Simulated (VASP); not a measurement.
A run of VASP 6.6.1:

File INCAR:

```
  ALGO = Normal
  EDIFF = 1E-6
  EDIFFG = -0.08
  ENCUT = 600
  GGA = PE
  IBRION = 2
  ISIF = 3
  ISMEAR = 0
  LASPH = True
  LCHARG = False
  LREAL = False
  LWAVE = False
  NELM = 100
  NSW = 36
  PREC = Accurate
  SIGMA = 0.2
```

Contents of KPOINTS:

```
k-points
0
Gamma
  4 4 2
```

The input POSCAR:

```
BeSe2
1.0
    3.7000000000      0.0000000000      0.0000000000
    0.0000000000      3.7000000000      0.0000000000
    0.0000000000      0.0000000000      8.8500000000
Be Se
2 4
Direct
    0.5000000000      0.5000000000      0.0000000000
    0.0000000000      0.0000000000      0.0000000000
    0.5000000000      0.0000000000      0.8600000000
    0.0000000000      0.5000000000      0.1400000000
    0.5000000000      0.5000000000      0.5000000000
    0.0000000000      0.0000000000      0.5000000000
```

Potentials or basis: VASP PAW PBE potentials, release 64 (Be, Se).

Launch:

```bash
$ cat potpaw_PBE.64/Be/POTCAR potpaw_PBE.64/Se/POTCAR > POTCAR
$ mpirun -np 1 vasp_std > vasp.out
```

Hardware: 1 thread of AMD EPYC 7R13 Processor (Zen 3), with other jobs on the host.

Problem. Estimate the wall time of this run.

Solution. Wall time 3 min on 1 thread of AMD EPYC 7R13 Processor (Zen 3), on a shared host, peak memory 0.22 GiB. Counts: scf iterations 108, k points 12, ion steps 13.
